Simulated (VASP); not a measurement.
Set up this calculation in VASP 6.6.1, as the native input.

| Property | Result |
| --- | --- |
| Task | single point |
| Functional | PBE |
| Potentials or basis | VASP PAW PBE potentials, release 64 (W_sv, Cu_sv_GW, O) |
| Cutoff | 610 eV |
| k mesh | 5 × 3 × 6 |
| Occupations | tetrahedron, width 0.1 eV |
| Spin | collinear spin |
| Starting moments | [-1.0, -1.0, 1.0, 1.0, 0.0, 0.0, 0.0, 0.0] μB |
| Hubbard terms | Cu d U = 6.66 eV |
| Dipole correction | no |
| k mesh for the DOS | 8 × 5 × 9 |
| Occupations for the DOS | tetrahedron |
| Further INCAR settings | ALGO = Normal; EDIFF = 1e-06; NBANDS = 59 |

CuWO2:

```
CELL_PARAMETERS angstrom
3.65630 0.00000 0.00000
0.00000 7.31261 0.00000
0.00000 0.00000 3.01267
ATOMIC_POSITIONS crystal
W 0.50000 0.25000 0.50000
W 0.50000 0.75000 0.50000
Cu 0.00000 0.00000 0.00000
Cu 0.00000 0.50000 0.00000
O 0.00000 0.25000 0.00000
O 0.00000 0.75000 0.00000
O 0.50000 0.00000 0.00000
O 0.50000 0.50000 0.00000
```

One way to write it, as run:

POSCAR

```
CuWO2
1.0
    3.6563042300      0.0000000000      0.0000000000
    0.0000000000      7.3126084500      0.0000000000
    0.0000000000      0.0000000000      3.0126741800
W Cu O
2 2 4
Direct
    0.5000000000      0.2500000000      0.5000000000
    0.5000000000      0.7500000000      0.5000000000
    0.0000000000      0.0000000000      0.0000000000
    0.0000000000      0.5000000000      0.0000000000
    0.0000000000      0.2500000000      0.0000000000
    0.0000000000      0.7500000000      0.0000000000
    0.5000000000      0.0000000000      0.0000000000
    0.5000000000      0.5000000000      0.0000000000
```

INCAR.step1

```
PREC = Accurate
ENCUT = 610
EDIFF = 1E-6
ISMEAR = -5
SIGMA = 0.1
LREAL = F
LASPH = T
NELM = 200
ALGO = Normal
ISIF = 2
LWAVE = F
LCHARG = T
ISPIN = 2
MAGMOM = -1 -1 1 1 0 0 0 0
LMAXMIX = 4
LDAU = T
LDAUTYPE = 2
LDAUL = -1 2 -1
LDAUU = 0 6.66 0
LDAUJ = 0 0 0
LDAUPRINT = 1
GGA = PE
NBANDS = 59
GGA_COMPAT = F
NEDOS = 2001
LORBIT = 11
```

KPOINTS.step1

```
regular mesh
0
Gamma
  5 3 6
```

INCAR.step2

```
PREC = Accurate
ENCUT = 610
EDIFF = 1E-6
ISMEAR = -5
SIGMA = 0.1
LREAL = F
LASPH = T
NELM = 200
ALGO = Normal
ISIF = 2
LWAVE = F
LCHARG = F
ISPIN = 2
MAGMOM = -1 -1 1 1 0 0 0 0
LORBIT = 10
LMAXMIX = 4
LDAU = T
LDAUTYPE = 2
LDAUL = -1 2 -1
LDAUU = 0 6.66 0
LDAUJ = 0 0 0
LDAUPRINT = 1
GGA = PE
NBANDS = 59
NEDOS = 1001
ICHARG = 11
GGA_COMPAT = F
```

KPOINTS.step2

```
regular mesh
0
Gamma
  8 5 9
```

Potentials or basis: VASP PAW PBE potentials, release 64 (W_sv, Cu_sv_GW, O).

Run with:

```bash
$ cat potpaw_PBE.64/W_sv/POTCAR potpaw_PBE.64/Cu_sv_GW/POTCAR potpaw_PBE.64/O/POTCAR > POTCAR
$ cp INCAR.step1 INCAR
$ cp KPOINTS.step1 KPOINTS
$ mpirun -np 1 vasp_std > vasp.out
$ cp INCAR.step2 INCAR
$ cp KPOINTS.step2 KPOINTS
$ mpirun -np 1 vasp_std > vasp.out
```

It gave:

* Net moment: -3.34 μB per cell
* Site moments: W -1.39; Cu -0.04; O -0.01 μB
* Valence electrons inside the program's atomic spheres: W 11.65; Cu 17.99; O 5.02, 5.01 (each value once)

Run time: 24 min on 1 thread of Intel(R) Xeon(R) 6975P-C (Granite Rapids), with other jobs on the host, peak memory 0.72 GiB.
